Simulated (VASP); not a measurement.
Input of a VASP 6.6.1 run:

POSCAR

```
Zn
1.0
    3.9020000000      0.0000000000      0.0000000000
    0.0000000000      3.9020000000      0.0000000000
    0.0000000000      0.0000000000      3.9020000000
Zn
1
Direct
    0.0000000000      0.0000000000      0.0000000000
```

Contents of INCAR.step1:

```
SYSTEM = Zn
ALGO = Normal
EDIFF = 1E-5
ENCUT = 440
GGA = PE
GGA_COMPAT = .False.
ISMEAR = 0
LASPH = .True.
LCHARG = .False.
LREAL = .False.
LWAVE = .True.
NBANDS = 12
NELM = 120
PREC = Accurate
SIGMA = 0.1
```

The input INCAR.step2:

```
SYSTEM = Zn
ALGO = Normal
EDIFF = 1E-6
ENCUT = 440
GGA_COMPAT = .False.
ISIF = 2
ISMEAR = 0
ISTART = 1
LASPH = .True.
LCHARG = .True.
LELF = .True.
LMIXTAU = .True.
LREAL = .False.
LVHAR = .True.
LWAVE = .False.
METAGGA = R2SCAN
NBANDS = 12
NELM = 120
PREC = Accurate
SIGMA = 0.1
```

Contents of KPOINTS:

```
k-points
0
Gamma
  6 6 6
  0 0 0
```

Potentials or basis: VASP PAW PBE potentials, release 64 (Zn).

Run with:

```bash
$ cat potpaw_PBE.64/Zn/POTCAR > POTCAR
$ cp INCAR.step1 INCAR
$ mpirun -np 1 vasp_std > vasp.out
$ cp INCAR.step2 INCAR
$ mpirun -np 1 vasp_std > vasp.out
```

(1) Estimate the pressure.

(2) What does it give for the band gap on the k mesh?

Results:

(1) -0.8 GPa.

(2) 0.68 eV, indirect (least direct gap 3.24 eV).

Caveat: the PAW data sets were made with another functional, which shifts forces and pressure a little.
